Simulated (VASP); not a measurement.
# NaCaI3 (P4/mmm) in VASP: settings compared

The runs below take NaCaI3 through single point, with PBE, r2SCAN.

All numbers are computed with VASP 6.6.1; they aren't measurements. Logs are shortened: lines on timing, memory, paths and dates and some standing lists are left out, and cuts for length are marked.

## 1. The cell of the first run

Symmetry: P4/mmm, No. 123, tetragonal system. The conventional cell has a = 6.310 Å, b = 6.310 Å, c = 6.064 Å, α = 90.00°, β = 90.00°, γ = 90.00°. Within 5.7 Å of Na (site symmetry 4/mmm) lie 12 I at 4.38 to 4.46 Å and 8 Ca at 5.39 Å. Within 4.0 Å of Ca (site symmetry 4/mmm) lie 6 I at 3.03 to 3.15 Å. I (site symmetry 4/mmm) has 2 Ca at 3.03 Å within 4.0 Å. Within 4.2 Å of I (site symmetry mmm) lie 2 Ca at 3.15 Å.

## 2. Single point, PBE (epitaxial xy strain +3.0%)

INCAR

```
SYSTEM = NaCaI3
  PREC = Accurate
  ENCUT = 520
  EDIFF = 1E-6
  ISMEAR = -1
  SIGMA = 0.02
  LREAL = .False.
  LASPH = .True.
  NELM = 80
  ALGO = Normal
  ISIF = 2
  LWAVE = .False.
  LCHARG = .False.
  GGA = PE
  NBANDS = 27
```

KPOINTS

```
regular mesh
0
Gamma
  4 4 4
  0 0 0
```

POSCAR

```
NaCaI3
1.0
    6.3096746573      0.0000000000      0.0000000000
    0.0000000000      6.3096746573      0.0000000000
    0.0000000000      0.0000000000      6.0638489471
Na Ca I
1 1 3
Direct
    0.0000000000      0.0000000000      0.0000000000
    0.5000000000      0.5000000000      0.5000000000
    0.5000000000      0.5000000000      0.0000000000
    0.5000000000      0.0000000000      0.5000000000
    0.0000000000      0.5000000000      0.5000000000
```

Potentials or basis: VASP PAW PBE potentials, release 64 (Na_pv, Ca_sv, I).

Launch:

```bash
> cat potpaw_PBE.64/Na_pv/POTCAR potpaw_PBE.64/Ca_sv/POTCAR potpaw_PBE.64/I/POTCAR > POTCAR
> mpirun -np 1 vasp_std > vasp.out
```

OUTCAR:

```text
SYSTEM = NaCaI3
   PREC = Accurate
   ENCUT = 520
   EDIFF = 1E-6
   ISMEAR = -1
   LREAL = .False.
   LASPH = .True.
   NELM = 80
   ISIF = 2
   GGA = PE

 ion  position               nearest neighbor table
   1  0.000  0.000  0.000-
   2  0.500  0.500  0.500-   3 3.03   3 3.03   5 3.15   4 3.15   4 3.15   5 3.15
   3  0.500  0.500  0.000-   2 3.03   2 3.03
   4  0.500  0.000  0.500-   2 3.15   2 3.15
   5  0.000  0.500  0.500-   2 3.15   2 3.15

  LATTYP: Found a simple tetragonal cell.
 ALAT       =     6.3096746573
 C/A-ratio  =     0.9610398755

  Lattice vectors:

 A1 = (   6.3096746573,   0.0000000000,   0.0000000000)
 A2 = (   0.0000000000,   6.3096746573,   0.0000000000)
 A3 = (   0.0000000000,   0.0000000000,   6.0638489471)

Analysis of symmetry for initial positions (statically):
=====================================================================
 Subroutine PRICEL returns:
 Original cell was already a primitive cell.

 Routine SETGRP: Setting up the symmetry group for a
 simple tetragonal supercell.

 Subroutine GETGRP returns: Found 16 space group operations
 (whereof 16 operations were pure point group operations)
 out of a pool of 16 trial point group operations.

The static configuration has the point symmetry D_4h.

Analysis of symmetry for dynamics (positions and initial velocities):
=====================================================================
 Subroutine PRICEL returns:
 Original cell was already a primitive cell.

 Routine SETGRP: Setting up the symmetry group for a
 simple tetragonal supercell.

 Subroutine GETGRP returns: Found 16 space group operations
 (whereof 16 operations were pure point group operations)
 out of a pool of 16 trial point group operations.

The dynamic configuration has the point symmetry D_4h.

 Subroutine INISYM returns: Found 16 space group operations
 (whereof 16 operations are pure point group operations),
 and found     1 'primitive' translations

----------------------------------------------------------------------------------------

                                     Primitive cell

  volume of cell :     241.4139

  direct lattice vectors                    reciprocal lattice vectors
     6.309674657  0.000000000  0.000000000     0.158486777  0.000000000  0.000000000
     0.000000000  6.309674657  0.000000000     0.000000000  0.158486777  0.000000000
     0.000000000  0.000000000  6.063848947     0.000000000  0.000000000  0.164911760

  length of vectors
     6.309674657  6.309674657  6.063848947     0.158486777  0.158486777  0.164911760

  position of ions in fractional coordinates (direct lattice)
     0.000000000  0.000000000  0.000000000
     0.500000000  0.500000000  0.500000000
     0.500000000  0.500000000  0.000000000
     0.500000000  0.000000000  0.500000000
     0.000000000  0.500000000  0.500000000

  ion indices of the primitive-cell ions
   primitive index   ion index
                 1           1
                 2           2
                 3           3
                 4           4
                 5           5

----------------------------------------------------------------------------------------

 KPOINTS: regular mesh

Automatic generation of k-mesh.
 Grid dimensions read from file:
 generate k-points for:    4    4    4

 Generating k-lattice:

  Cartesian coordinates                     Fractional coordinates (reciprocal lattice)
     0.039621694  0.000000000  0.000000000     0.250000000  0.000000000  0.000000000
     0.000000000  0.039621694  0.000000000     0.000000000  0.250000000  0.000000000
     0.000000000  0.000000000  0.041227940     0.000000000  0.000000000  0.250000000

  Length of vectors
     0.039621694  0.039621694  0.041227940

  Shift w.r.t. Gamma in fractional coordinates (k-lattice)
     0.000000000  0.000000000  0.000000000

 Subroutine IBZKPT returns following result:
 ===========================================

 Found     18 irreducible k-points:

 Following reciprocal coordinates:
            Coordinates               Weight
  0.000000  0.000000  0.000000      1.000000
  0.250000  0.000000  0.000000      4.000000
  0.500000  0.000000  0.000000      2.000000
  0.250000  0.250000  0.000000      4.000000
  0.500000  0.250000  0.000000      4.000000
  0.500000  0.500000  0.000000      1.000000
[... 10 lines left out ...]
  0.500000  0.250000  0.500000      4.000000
  0.500000  0.500000  0.500000      1.000000
   k-points           NKPTS =     18   k-points in BZ     NKDIM =     18   number of bands    NBANDS=     27
   number of dos      NEDOS =    301   number of ions     NIONS =      5
   total plane-waves  NPLWV = 110592
   dimension x,y,z NGX =    48 NGY =   48 NGZ =   48
   dimension x,y,z NGXF=    96 NGYF=   96 NGZF=   96
   ions per type =               1   1   3
   NGX,Y,Z   is equivalent  to a cutoff of  12.65, 12.65, 13.16 a.u.
   NGXF,Y,Z  is equivalent  to a cutoff of  25.29, 25.29, 26.32 a.u.
 SYSTEM =  NaCaI3
   PREC   = accura    normal or accurate (medium, high low for compatibility)
   ISTART =      0    job   : 0-new  1-cont  2-samecut
   ICHARG =      2    charge: 1-file 2-atom 10-const
   ISPIN  =      1    spin polarized calculation?
   LNONCOLLINEAR =      F non collinear calculations
   LSORBIT =      F    spin-orbit coupling
   LASPH  =      T    aspherical Exc in radial PAW
   ENCUT  =  520.0 eV  38.22 Ry    6.18 a.u.  11.73 11.73 11.27*2*pi/ulx,y,z
   NELM   =     80;   NELMIN=  2; NELMDL= -5     # of ELM steps
   EDIFF  = 0.1E-05   stopping-criterion for ELM
   LREAL  =      F    real-space projection
   EDIFFG = 0.1E-04   stopping-criterion for IOM
   NSW    =      0    number of steps for IOM
   IBRION =     -1    ionic relax: 0-MD 1-quasi-New 2-CG
   NFREE  =      0    steps in history (QN), initial steepest desc. (CG)
   ISIF   =      2    stress and relaxation
   ISYM   =      2    0-nonsym 1-usesym 2-fastsym
   POTIM  = 0.5000    time-step for ionic-motion
   TEBEG  =    0.0;   TEEND  =   0.0 temperature during run
   PSTRESS=    0.0 pullay stress
   NELECT =      38.0000    total number of electrons
   NUPDOWN=      -1.0000    fix difference up-down
   EMIN   =  10.00;   EMAX   =-10.00  energy-range for DOS
   EFERMI =   0.00;   METHOD = LEGACY
   ISMEAR =    -1;   SIGMA  =   0.02  broadening in eV -4-tet -1-fermi 0-gaus
   EFERMI_NEDOS =   21; number of points for ismear=-14 and -15
   IALGO  =     38    algorithm
   IMIX   =      4    mixing-type and parameters
     AMIX     =   0.40;   BMIX     =  1.00
     AMIX_MAG =   1.60;   BMIX_MAG =  1.00
  volume/ion in A,a.u.               =      48.28       325.83
  Fermi-wavevector in a.u.,A,eV,Ry     =   0.883925  1.670375 10.630543  0.781323
  Thomas-Fermi vector in A             =   2.004756
   LORBIT       =      0    0 simple, 1 ext, 2 COOP (PROOUT), +10 PAW based schemes
   GGA     = PE    functional components
   LHFCALC =     F    Hartree Fock is set to
   AEXX    =    0.0000 exact exchange contribution
   IVDW    =     0    specifies the selected vdW correction
   LEPSILON=     F    determine dielectric tensor
   LRPA    =     F    only Hartree local field effects (RPA)
 non-spin polarized calculation
  energy-cutoff  :      520.00
  volume of cell :      241.41
 maximum number of plane-waves:      6536
 NGX is ok and might be reduce to    48
   NGX = 23   NGY = 23   NGZ = 23

 number of electron      38.0000000 magnetization

 Free energy of the ion-electron system (eV)
  ---------------------------------------------------
  ext. energy  EPLUGINS =         0.00000000
  ---------------------------------------------------
  free energy    TOTEN  =       -14.24486071 eV

  energy without entropy =      -14.24486071  energy(sigma->0) =      -14.24486071

 E-fermi :   0.6703     XC(G=0):  -6.7607

 val. band max:        0.2013266464   @ k =   0.5000   0.5000   0.5000
 cond. band min:       2.5909671515   @ k =   0.0000   0.0000   0.0000
 fundamental gap:      2.3896405051
 Fermi energy:         0.6703248839

 k-point     1 :       0.0000    0.0000    0.0000
  band No.  band energies     occupation
      1     -39.8847      2.00000
      2     -24.5971      2.00000
      3     -24.5971      2.00000
      4     -24.5962      2.00000
      5     -20.9008      2.00000
      6     -20.8954      2.00000
[... 19 lines left out ...]
     26       5.0019      0.00000
     27       5.9879      0.00000

 k-point     2 :       0.2500    0.0000    0.0000
  band No.  band energies     occupation
      1     -39.8847      2.00000
      2     -24.5971      2.00000
      3     -24.5971      2.00000
      4     -24.5962      2.00000
      5     -20.9008      2.00000
      6     -20.8966      2.00000
[... 19 lines left out ...]
     26       5.4987      0.00000
     27       5.7424      0.00000

 k-point     3 :       0.5000    0.0000    0.0000
  band No.  band energies     occupation
      1     -39.8847      2.00000
      2     -24.5971      2.00000
      3     -24.5971      2.00000
      4     -24.5962      2.00000
      5     -20.9008      2.00000
      6     -20.8978      2.00000
[... 19 lines left out ...]
     26       5.0043      0.00000
     27       6.4881      0.00000

 k-point     4 :       0.2500    0.2500    0.0000
  band No.  band energies     occupation
      1     -39.8847      2.00000
      2     -24.5971      2.00000
      3     -24.5971      2.00000
      4     -24.5962      2.00000
      5     -20.9008      2.00000
      6     -20.8966      2.00000
[... 19 lines left out ...]
     26       5.6364      0.00000
     27       5.8899      0.00000
[... 336 lines left out ...]
      4     -24.5962      2.00000
      5     -20.9053      2.00000
      6     -20.8964      2.00000
[... 19 lines left out ...]
     26       5.7056      0.00000
     27       5.9484      0.00000

 k-point    17 :       0.5000    0.2500    0.5000
  band No.  band energies     occupation
      1     -39.8847      2.00000
      2     -24.5971      2.00000
      3     -24.5971      2.00000
      4     -24.5962      2.00000
      5     -20.9053      2.00000
      6     -20.8976      2.00000
[... 19 lines left out ...]
     26       6.0899      0.00000
     27       6.3367      0.00000

 k-point    18 :       0.5000    0.5000    0.5000
  band No.  band energies     occupation
      1     -39.8847      2.00000
      2     -24.5971      2.00000
      3     -24.5971      2.00000
      4     -24.5962      2.00000
      5     -20.9053      2.00000
      6     -20.8976      2.00000
[... 19 lines left out ...]
     26       5.8399      0.00000
     27       6.8972      0.00000

------------------------ aborting loop because EDIFF is reached ----------------------------------------

  FORCE on cell =-STRESS in cart. coord.  units (eV):
  Direction    XX          YY          ZZ          XY          YZ          ZX
  --------------------------------------------------------------------------------------
  -------------------------------------------------------------------------------------
  Total       -1.1765633     -1.1765633      0.2872168      0.0000000      0.0000000      0.0000000
  in kB       -7.8084270     -7.8084270      1.9061546      0.0000000      0.0000000      0.0000000
  external PRESSURE =      -4.5702331 kB  Pullay stress =       0.0000000 kB

 VOLUME and BASIS-vectors are now :
 -----------------------------------------------------------------------------
  energy-cutoff  :      520.00
  volume of cell :      241.41
      direct lattice vectors                 reciprocal lattice vectors
     6.309674657  0.000000000  0.000000000     0.158486777  0.000000000  0.000000000
     0.000000000  6.309674657  0.000000000     0.000000000  0.158486777  0.000000000
     0.000000000  0.000000000  6.063848947     0.000000000  0.000000000  0.164911760

 POSITION                                       TOTAL-FORCE (eV/Angst)
 -----------------------------------------------------------------------------------
      0.00000      0.00000      0.00000         0.000000      0.000000      0.000000
      3.15484      3.15484      3.03192         0.000000      0.000000      0.000000
      3.15484      3.15484      0.00000         0.000000      0.000000      0.000000
      3.15484      0.00000      3.03192         0.000000      0.000000      0.000000
      0.00000      3.15484      3.03192         0.000000      0.000000      0.000000
 -----------------------------------------------------------------------------------
    total drift:                                0.000000     -0.000000     -0.000000

  FREE ENERGIE OF THE ION-ELECTRON SYSTEM (eV)
  ---------------------------------------------------
  free  energy   TOTEN  =       -14.2448607069 eV

  energy  without entropy=      -14.2448607069  energy(sigma->0) =      -14.24486071
```

Run time: 60 s. Hardware: 1 thread of AMD EPYC 9R45 (Zen 5), shared host; peak memory 0.35 GiB.

What came out:

```yaml
Free_energy: -14.2449 eV
Pressure: -0.5 GPa
Band_gap_on_the_k_mesh: 2.39 eV, indirect (least direct gap 2.73 eV)
```

Caveat: the cell differs from its parent crystal (epitaxial xy strain +3.0%); spin-orbit coupling is left out, which moves the levels of the heavy elements. A k mesh can miss the band edges.

## 3. Single point, r2SCAN (uniaxial x strain +1.0%)

Edit POSCAR of step 2 so:

```diff
@@ -2,5 +2,5 @@
 1.0
-    6.3096746573      0.0000000000      0.0000000000
-    0.0000000000      6.3096746573      0.0000000000
-    0.0000000000      0.0000000000      6.0638489471
+    6.1871567028      0.0000000000      0.0000000000
+    0.0000000000      6.1258977255      0.0000000000
+    0.0000000000      0.0000000000      6.1258977255
 Na Ca I
```

INCAR.step1

```
PREC = Accurate ; ENCUT = 520
ISMEAR = 0 ; SIGMA = 0.01
LREAL = False ; LASPH = True
NELM = 60 ; NBANDS = 27
GGA = PE ; ALGO = Normal
EDIFF = 1E-4 ; LWAVE = True
LCHARG = False
```

INCAR.step2

```
PREC = Accurate ; ENCUT = 520
EDIFF = 1E-6 ; ISMEAR = 0
SIGMA = 0.01 ; LREAL = False
LASPH = True ; NELM = 60
ALGO = Normal ; ISIF = 2
LWAVE = False ; LCHARG = False
METAGGA = R2SCAN ; LMIXTAU = True
NBANDS = 27 ; ISTART = 1
```

KPOINTS

```
Automatic mesh
0
Gamma
  4 4 4
```

Potentials or basis: VASP PAW PBE potentials, release 64 (Na_pv, Ca_sv, I).

Launch:

```bash
> cat potpaw_PBE.64/Na_pv/POTCAR potpaw_PBE.64/Ca_sv/POTCAR potpaw_PBE.64/I/POTCAR > POTCAR
> cp INCAR.step1 INCAR
> mpirun -np 1 vasp_std > vasp.out
> cp INCAR.step2 INCAR
> mpirun -np 1 vasp_std > vasp.out
```

Wall time 4.7 min (1 thread of AMD EPYC 9R45 (Zen 5), shared host); peak memory 0.4 GiB.

The run converged. Its results:

```yaml
Free_energy: -91.7269 eV
Pressure: -0.1 GPa
Band_gap_on_the_k_mesh: 3.06 eV, indirect (least direct gap 3.44 eV)
```

Stress tensor (GPa, compression positive):
```
-0.30  0.00  0.00
 0.00 -0.02  0.00
 0.00  0.00 -0.02
```

Levels at points of the mesh, in eV from the valence-band top:
| k point | band 16 | band 17 | band 18 | band 19 | band 20 | band 21 | band 22 | band 23 |
| --- | --- | --- | --- | --- | --- | --- | --- | --- |
| (0.00, 0.00, 0.00) | -0.66 | -0.38 | -0.38 | -0.38 | 3.06 | 4.26 | 4.27 | 4.27 |
| (0.50, 0.00, 0.00) | -1.05 | -0.80 | -0.46 | -0.46 | 4.33 | 4.37 | 5.05 | 5.28 |
| (0.00, 0.50, 0.00) | -1.07 | -0.81 | -0.48 | -0.47 | 4.35 | 4.41 | 5.03 | 5.27 |
| (0.50, 0.50, 0.00) | -1.06 | -1.05 | -1.02 | -0.03 | 4.44 | 5.34 | 5.38 | 5.39 |
| (0.00, 0.50, 0.50) | -1.05 | -1.05 | -1.05 | -0.01 | 4.42 | 5.35 | 5.39 | 5.39 |
| (0.50, 0.50, 0.50) | -1.40 | -0.02 | -0.02 | 0.00 | 3.45 | 5.83 | 5.83 | 5.84 |

Caveat: the cell differs from its parent crystal (uniaxial x strain +1.0%); the PAW data sets were made with another functional, which shifts forces and pressure a little; spin-orbit coupling is left out, which moves the levels of the heavy elements. A k mesh can miss the band edges.
